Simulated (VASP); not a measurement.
# SiO2 (P4_2/mnm) in VASP: further runs, part 2 of 2

VASP 6.6.1. The steps go on from the part before.

### 4 Electric field gradients, PBEsol (volume scaled by 1.06)

INCAR reads:

```
  PREC = Accurate
  ENCUT = 520
  EDIFF = 1E-8
  ISMEAR = -1
  SIGMA = 0.03
  LREAL = F
  LASPH = T
  NELM = 60
  ALGO = Normal
  ISIF = 2
  LWAVE = F
  LCHARG = F
  GGA = PS
  LEFG = T
  NBANDS = 25
```

KPOINTS reads:

```
regular mesh
0
Gamma
  6 6 9
```

POSCAR reads:

```
SiO2
1.0
    4.2620835590      0.0000000000      0.0000000000
    0.0000000000      4.2620835590      0.0000000000
    0.0000000000      0.0000000000      2.7201230877
Si O
2 4
Direct
    0.0000000000      0.0000000000      0.0000000000
    0.5000000000      0.5000000000      0.5000000000
    0.3067000000      0.3067000000      0.0000000000
    0.1933000000      0.8067000000      0.5000000000
    0.6933000000      0.6933000000      0.0000000000
    0.8067000000      0.1933000000      0.5000000000
```

Potentials or basis: VASP PAW PBE potentials, release 64 (Si, O).

Launch:

```bash
$ cat potpaw_PBE.64/Si/POTCAR potpaw_PBE.64/O/POTCAR > POTCAR
$ mpirun -np 1 vasp_std > vasp.out
```

OUTCAR:

```text
PREC = Accurate
   ENCUT = 520
   EDIFF = 1E-8
   ISMEAR = -1
   LREAL = F
   LASPH = T
   NELM = 60
   ISIF = 2
   GGA = PS

 ion  position               nearest neighbor table
   1  0.000  0.000  0.000-   4 1.79   6 1.79   4 1.79   6 1.79   5 1.85   3 1.85
   2  0.500  0.500  0.500-   3 1.79   5 1.79   3 1.79   5 1.79   4 1.85   6 1.85
   3  0.307  0.307  0.000-   2 1.79   2 1.79   1 1.85
   4  0.193  0.807  0.500-   1 1.79   1 1.79   2 1.85
   5  0.693  0.693  0.000-   2 1.79   2 1.79   1 1.85
   6  0.807  0.193  0.500-   1 1.79   1 1.79   2 1.85

  LATTYP: Found a simple tetragonal cell.
 ALAT       =     4.2620835590
 C/A-ratio  =     0.6382143968

  Lattice vectors:

 A1 = (   4.2620835590,   0.0000000000,   0.0000000000)
 A2 = (   0.0000000000,   4.2620835590,   0.0000000000)
 A3 = (   0.0000000000,   0.0000000000,   2.7201230877)

Analysis of symmetry for initial positions (statically):
=====================================================================
 Subroutine PRICEL returns:
 Original cell was already a primitive cell.

 Routine SETGRP: Setting up the symmetry group for a
 simple tetragonal supercell.

 Subroutine GETGRP returns: Found 16 space group operations
 (whereof  8 operations were pure point group operations)
 out of a pool of 16 trial point group operations.

The static configuration has the point symmetry D_2h.
 The point group associated with its full space group is D_4h.

Analysis of symmetry for dynamics (positions and initial velocities):
=====================================================================
 Subroutine PRICEL returns:
 Original cell was already a primitive cell.

 Routine SETGRP: Setting up the symmetry group for a
[... 850 lines left out ...]
  Total       -3.6612565     -3.6612565     -4.4654823     -0.0000000      0.0000000      0.0000000
  in kB     -118.7157280   -118.7157280   -144.7926382     -0.0000000      0.0000000      0.0000000
  external PRESSURE =    -127.4080314 kB  Pullay stress =       0.0000000 kB

 VOLUME and BASIS-vectors are now :
 -----------------------------------------------------------------------------
  energy-cutoff  :      520.00
  volume of cell :       49.41
      direct lattice vectors                 reciprocal lattice vectors
     4.262083559  0.000000000  0.000000000     0.234627028  0.000000000  0.000000000
     0.000000000  4.262083559  0.000000000     0.000000000  0.234627028  0.000000000
     0.000000000  0.000000000  2.720123088     0.000000000  0.000000000  0.367630423

 POSITION                                       TOTAL-FORCE (eV/Angst)
 -----------------------------------------------------------------------------------
      0.00000      0.00000      0.00000         0.000000      0.000000     -0.000000
      2.13104      2.13104      1.36006         0.000000      0.000000     -0.000000
      1.30718      1.30718      0.00000         0.114637      0.114637     -0.000000
      0.82386      3.43822      1.36006        -0.114637      0.114637     -0.000000
      2.95490      2.95490      0.00000        -0.114637     -0.114637      0.000000
      3.43822      0.82386      1.36006         0.114637     -0.114637     -0.000000
 -----------------------------------------------------------------------------------
    total drift:                                0.000000      0.000000      0.000000

  FREE ENERGIE OF THE ION-ELECTRON SYSTEM (eV)
  ---------------------------------------------------
  free  energy   TOTEN  =       -48.9013038822 eV

  energy  without entropy=      -48.9013038822  energy(sigma->0) =      -48.90130388

 Electric field gradients (V/A^2)
---------------------------------------------------------------------
 ion       V_xx      V_yy      V_zz      V_xy      V_xz      V_yz
---------------------------------------------------------------------
   1       8.902     8.902   -17.805    12.786     0.000    -0.000
   2       8.902     8.902   -17.805   -12.786     0.000     0.000
   3     -24.638   -24.638    49.275    88.637    -0.000    -0.000
   4     -24.638   -24.638    49.275   -88.637     0.000     0.000
   5     -24.638   -24.638    49.275    88.637    -0.000    -0.000
   6     -24.638   -24.638    49.275   -88.637     0.000     0.000
---------------------------------------------------------------------

 Electric field gradients after diagonalization (V/A^2)
 (convention: |V_zz| > |V_xx| > |V_yy|)
----------------------------------------------------------------------
 ion       V_xx      V_yy      V_zz     asymmetry (V_yy - V_xx)/ V_zz
----------------------------------------------------------------------
   1     -17.805    -3.883    21.688       0.642
   2     -17.805    -3.883    21.688       0.642
   3      64.000    49.275  -113.275       0.130
   4      64.000    49.275  -113.275       0.130
   5      64.000    49.275  -113.275       0.130
   6      64.000    49.275  -113.275       0.130
----------------------------------------------------------------------

           NMR quadrupolar parameters

 Cq : quadrupolar parameter    Cq=e*Q*V_zz/h
 eta: asymmetry parameters     (V_yy - V_xx)/ V_zz
 Q  : nuclear electric quadrupole moment in mb (millibarn)
----------------------------------------------------------------------
 ion       Cq(MHz)       eta       Q (mb)
----------------------------------------------------------------------
   1       0.052       0.642       1.000
   2       0.052       0.642       1.000
   3      -0.274       0.130       1.000
   4      -0.274       0.130       1.000
   5      -0.274       0.130       1.000
   6      -0.274       0.130       1.000
----------------------------------------------------------------------
```

It took 37 s on 1 thread of Intel Xeon Platinum 8259CL at 2.50GHz (Skylake/Cascade Lake), shared host; peak memory 0.17 GiB.

What came out:

```yaml
Free_energy: -48.9013 eV
Pressure: -12.7 GPa
Largest_force: 0.162 eV/Å
Band_gap_on_the_k_mesh: 4.57 eV, direct
```

Forces in eV/Å, atoms in the order of the input:
```
Si   0.000  0.000  0.000
Si   0.000  0.000  0.000
O    0.115  0.115  0.000
O   -0.115  0.115  0.000
O   -0.115 -0.115  0.000
O    0.115 -0.115  0.000
```

Electric field gradients, principal values (V/Å²):
```
atom   least   middle  greatest (by size)
1 Si  -3.883  -17.805              21.688
2 Si  -3.883  -17.805              21.688
 3 O  49.275   64.000            -113.275
 4 O  49.275   64.000            -113.275
 5 O  49.275   64.000            -113.275
 6 O  49.275   64.000            -113.275
```

Caveat: without QUAD_EFG the Cq values of the log hold for a quadrupole moment of 1 mb, not for the nuclei; the PAW data sets were made with another functional, which shifts forces and pressure a little.
